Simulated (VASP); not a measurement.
The system is SnTe.

```
CELL_PARAMETERS angstrom
0.00000 3.61115 3.61115
3.61115 0.00000 3.61115
3.61115 3.61115 0.00000
ATOMIC_POSITIONS crystal
Sn 0.00000 0.00000 0.00000
Te 0.75000 0.75000 0.75000
```

Base run:

* Program: VASP 6.6.1
* Functional: revPBE
* Potentials or basis: VASP PAW PBE potentials, release 64 (Sn_d, Te)
* Cutoff: 500 eV
* k mesh: 4 × 4 × 4
* Occupations: gaussian, width 0.1 eV
* Spin: no spin polarisation

Its results: band gap on the k mesh 0.17 eV, indirect (least direct gap 0.85 eV); pressure 0.5 GPa.

Q: The run is repeated on the same cell with these changes: functional from revPBE to BLYP. What comes out?

A: Band gap on the k mesh 0.15 eV, indirect (least direct gap 0.82 eV); pressure 1.4 GPa.

Caveats: the PAW data sets were made with another functional, which shifts forces and pressure a little; spin-orbit coupling is left out, which moves the levels of the heavy elements.

A k mesh can miss the band edges.
